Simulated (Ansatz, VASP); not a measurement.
# Y3Zr2F in VASP and in Ansatz

```
Y Zr F
1.0
     6.51085    0.00000    0.00000
    -3.25543    5.63856    0.00000
     0.00000    0.00000    6.78702
Y Zr F
3 2 1
Cartesian
  3.2554 0.0000 0.0000
  -1.6277 2.8193 0.0000
  1.6277 2.8193 0.0000
  0.0000 0.0000 1.2996
  0.0000 0.0000 5.4875
  0.0000 0.0000 3.3935
```

Alike in both runs: functional PBE; k mesh 6 × 6 × 4; occupations gaussian, width 0.1 eV; no spin polarisation.

Ansatz relaxed the structure, and its values are those at the end. VASP's run is a single point on that final structure, the one shown.

|  | VASP | Ansatz |
| --- | --- | --- |
| version | VASP 6.6.1 | Ansatz 0.2.0 |
| potentials or method | VASP PAW PBE potentials, release 64 (Y_sv, Zr_sv, F), cutoff 520 eV | scalar-relativistic, plane waves, PAW |
| valence electrons in the cell | 64 | 64 |

```tsv
	VASP	Ansatz	Ansatz less VASP
gap on the k mesh at the Fermi level (eV)	none	none	-
pressure (GPa)	0.0	0.0	+0.03
rms of the force components (eV/Å)	0.005	0.009	+0.0043
```

A gap of «none» marks a metal or a gap that the smearing closes.
